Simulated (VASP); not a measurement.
# Gd (Fm-3m) in VASP: single point with PBE+U

Aim: the single point of Gd with PBE+U.

Everything below comes from runs of VASP 6.6.1. Logs are shortened: lines on timing, memory, paths and dates and some standing lists are left out, and cuts for length are marked.

### 1 The cell of the first run

The structure is cubic, space group Fm-3m (No. 225). Conventional cell: a = 5.120 Å, b = 5.120 Å, c = 5.120 Å, α = 90.00°, β = 90.00°, γ = 90.00°. Within 4.8 Å of Gd (site symmetry m-3m) lie 12 Gd at 3.62 Å.

This isn't the form of Gd at room conditions, which is hcp.

### 2 Single point, PBE+U, collinear spin, ferromagnetic start

The input, INCAR:

```
PREC = Accurate
ENCUT = 600
EDIFF = 1E-6
ISMEAR = 0
SIGMA = 0.05
LREAL = F
LASPH = T
NELM = 200
ALGO = Normal
ISIF = 2
LWAVE = F
LCHARG = F
ISPIN = 2
MAGMOM = 7 7
LORBIT = 11
LMAXMIX = 6
LDAU = T
LDAUTYPE = 2
LDAUL = 3
LDAUU = 6
LDAUJ = 0
LDAUPRINT = 1
GGA = PE
NBANDS = 29
GGA_COMPAT = F
KPAR = 4
```

The input, KPOINTS:

```
Automatic mesh
0
Gamma
  12 12 12
```

The input, POSCAR:

```
Gd
1.0
   -2.5599117418     -2.5599117418      5.1198234836
   -5.1198234836     -2.5599117418      2.5599117418
   -2.5599117418     -5.1198234836      2.5599117418
Gd
2
Direct
    0.0000000000      0.0000000000      0.0000000000
    0.5000000000      0.5000000000      0.5000000000
```

Potentials or basis: VASP PAW PBE potentials, release 64 (Gd).

The run is started by

```sh
$ cat potpaw_PBE.64/Gd/POTCAR > POTCAR
$ mpirun -np 4 vasp_std > vasp.out
```

OUTCAR:

```text
PREC = Accurate
   ENCUT = 600
   EDIFF = 1E-6
   ISMEAR = 0
   LREAL = F
   LASPH = T
   NELM = 200
   ISIF = 2
   ISPIN = 2
   LORBIT = 11
   GGA = PE

 ion  position               nearest neighbor table
   1  0.000  0.000  0.000-
   2  0.500  0.500  0.500-

  LATTYP: Found a trigonal (rhomboedric) cell.
 ALAT       =     6.2704775540
 COS(alpha) =     0.8333333333

  Lattice vectors:

 A1 = (  -2.5599117418,  -2.5599117418,   5.1198234836)
 A2 = (  -5.1198234836,  -2.5599117418,   2.5599117418)
 A3 = (  -2.5599117418,  -5.1198234836,   2.5599117418)

Analysis of symmetry for initial positions (statically):
=====================================================================
 Subroutine PRICEL returns following result:

  LATTYP: Found a face centered cubic cell.
 ALAT       =     5.1198234836
[... 12 lines left out ...]
 Subroutine GETGRP returns: Found 12 space group operations
 (whereof 12 operations were pure point group operations)
 out of a pool of 12 trial point group operations.

The static configuration has the point symmetry D_3d.

Analysis of symmetry for dynamics (positions and initial velocities):
=====================================================================
 Subroutine PRICEL returns following result:

  LATTYP: Found a face centered cubic cell.
 ALAT       =     5.1198234836
[... 12 lines left out ...]
 Subroutine GETGRP returns: Found 12 space group operations
 (whereof 12 operations were pure point group operations)
 out of a pool of 12 trial point group operations.

The dynamic configuration has the point symmetry D_3d.

Analysis of structural, dynamic, and magnetic symmetry:
=====================================================================
[... 234 lines left out ...]
  o =  0.9897  v = -0.3536 -0.0000  0.4564 -0.0000 -0.4564 -0.5774 -0.3536  0.0000  0.0000  0.0000  0.0000  0.0000  0.0000  0.0000      0.0000  0.0000  0.0000  0.0000  0.0000  0.0000  0.0000  0.0000  0.0000  0.0000  0.0000  0.0000  0.0000  0.0000
  o =  0.9897  v = -0.2040 -0.0000  0.2623  0.0001 -0.3789  0.8120 -0.2943  0.0000  0.0000  0.0000  0.0000  0.0000  0.0000  0.0000      0.0000  0.0000  0.0000  0.0000  0.0000  0.0000  0.0000  0.0000  0.0000  0.0000  0.0000  0.0000  0.0000  0.0000
  o =  0.9897  v =  0.4565 -0.0000 -0.5898  0.0007 -0.5226 -0.0852 -0.4042  0.0000  0.0000  0.0000  0.0000  0.0000  0.0000  0.0000      0.0000  0.0000  0.0000  0.0000  0.0000  0.0000  0.0000  0.0000  0.0000  0.0000  0.0000  0.0000  0.0000  0.0000
  o =  0.9903  v = -0.5280  0.0000 -0.4095 -0.0723  0.4537 -0.0007 -0.5852  0.0000  0.0000  0.0000  0.0000  0.0000  0.0000  0.0000      0.0000  0.0000  0.0000  0.0000  0.0000  0.0000  0.0000  0.0000  0.0000  0.0000  0.0000  0.0000  0.0000  0.0000
  o =  0.9903  v = -0.3714 -0.0000 -0.2869  0.8133 -0.2101 -0.0001  0.2724  0.0000  0.0000  0.0000  0.0000  0.0000  0.0000  0.0000      0.0000  0.0000  0.0000  0.0000  0.0000  0.0000  0.0000  0.0000  0.0000  0.0000  0.0000  0.0000  0.0000  0.0000
  o =  0.9903  v =  0.4564  0.0030  0.3536  0.5773  0.3536 -0.0000 -0.4564  0.0000  0.0000  0.0000  0.0000  0.0000  0.0000  0.0000      0.0000  0.0000  0.0000  0.0000  0.0000  0.0000  0.0000  0.0000  0.0000  0.0000  0.0000  0.0000  0.0000  0.0000
  o =  0.9908  v = -0.0014  1.0000 -0.0011 -0.0018 -0.0011 -0.0000  0.0014  0.0000  0.0000  0.0000  0.0000  0.0000  0.0000  0.0000      0.0000  0.0000  0.0000  0.0000  0.0000  0.0000  0.0000  0.0000  0.0000  0.0000  0.0000  0.0000  0.0000  0.0000

 number of electron      35.9999996 magnetization      15.5849194

 Free energy of the ion-electron system (eV)
  ---------------------------------------------------
  ext. energy  EPLUGINS =         0.00000000
  ---------------------------------------------------
  free energy    TOTEN  =       -22.73793662 eV

  energy without entropy =      -22.73472666  energy(sigma->0) =      -22.73633164

 E-fermi :   3.0242     XC(G=0):  -9.9204

 val. band max:        3.0241063073   @ k =   0.3333   0.0833  -0.0000
 cond. band min:       3.0262762392   @ k =   0.5000   0.4167   0.3333
 fundamental gap:      0.0021699319
 Fermi energy:         3.0241716378

 spin component 1

 k-point     1 :       0.0000    0.0000    0.0000
  band No.  band energies     occupation
      1     -42.5579      1.00000
      2     -42.5004      1.00000
      3     -20.2182      1.00000
      4     -19.6496      1.00000
      5     -19.6496      1.00000
      6     -19.5618      1.00000
[... 1529 lines left out ...]
     28       6.4140      0.00000
     29       6.9171      0.00000

 [... further k-points ...]

------------------------ aborting loop because EDIFF is reached ----------------------------------------

  FORCE on cell =-STRESS in cart. coord.  units (eV):
  Direction    XX          YY          ZZ          XY          YZ          ZX
  --------------------------------------------------------------------------------------
  -------------------------------------------------------------------------------------
  Total        0.1304299      0.1304299      0.1304299      0.0091686     -0.0091686     -0.0091686
  in kB        3.1142450      3.1142450      3.1142450      0.2189163     -0.2189163     -0.2189163
  external PRESSURE =       3.1142450 kB  Pullay stress =       0.0000000 kB

 VOLUME and BASIS-vectors are now :
 -----------------------------------------------------------------------------
  energy-cutoff  :      600.00
  volume of cell :       67.10
      direct lattice vectors                 reciprocal lattice vectors
    -2.559911742 -2.559911742  5.119823484     0.097659617  0.097659617  0.292978851
    -5.119823484 -2.559911742  2.559911742    -0.292978851  0.097659617 -0.097659617
    -2.559911742 -5.119823484  2.559911742     0.097659617 -0.292978851 -0.097659617

 POSITION                                       TOTAL-FORCE (eV/Angst)
 -----------------------------------------------------------------------------------
      0.00000      0.00000      0.00000         0.000000     -0.000000      0.000000
     -5.11982     -5.11982      5.11982        -0.000000      0.000000     -0.000000
 -----------------------------------------------------------------------------------
    total drift:                               -0.000000     -0.000000     -0.000000

  FREE ENERGIE OF THE ION-ELECTRON SYSTEM (eV)
  ---------------------------------------------------
  free  energy   TOTEN  =       -22.7379366213 eV

  energy  without entropy=      -22.7347266589  energy(sigma->0) =      -22.73633164

 total charge

# of ion       s       p       d       f       tot
--------------------------------------------------
    1        2.074   5.569   0.602   6.930  15.174
    2        2.074   5.569   0.602   6.930  15.174
--------------------------------------------------
tot          4.148  11.138   1.203  13.859  30.349

 magnetization (x)

# of ion       s       p       d       f       tot
--------------------------------------------------
    1        0.002  -0.055   0.243   6.921   7.111
    2        0.002  -0.055   0.243   6.921   7.111
--------------------------------------------------
tot          0.003  -0.109   0.486  13.842  14.222
```

stdout:

```text
POSCAR found type information on POSCAR Gd
 POSCAR found :  1 types and       2 ions
 scaLAPACK will be used
 LDA part: xc-table for (Slater+PW92), standard interpolation
 POSCAR, INCAR and KPOINTS ok, starting setup
 FFT: planning ... GRIDC
 FFT: planning ... GRID_SOFT
 FFT: planning ... GRID
 WAVECAR not read
 entering main loop
```

Wall time 9.9 min (4 MPI ranks of Intel Xeon Platinum 8488C (Sapphire Rapids), shared host); peak memory 0.95 GiB.

What came out:

- Free energy: -22.7379 eV
- Pressure: 0.3 GPa
- Net moment: 15.58 μB per cell
- Site moments: Gd +7.11 μB
- Valence electrons inside the program's atomic spheres: Gd 15.17

Eigenvalues of the final occupation matrices:
```csv
site,spin,trace,eigenvalues
site 1 f,1,6.93,0.99 0.99 0.99 0.99 0.99 0.99 0.99
site 1 f,2,0.00,0.00 0.00 0.00 0.00 0.00 0.00 0.00
site 2 f,1,6.93,0.99 0.99 0.99 0.99 0.99 0.99 0.99
site 2 f,2,0.00,0.00 0.00 0.00 0.00 0.00 0.00 0.00
```

Caveat: spin-orbit coupling is left out, which moves the levels of the heavy elements. The state reached can hang on the start; a lower one may exist.
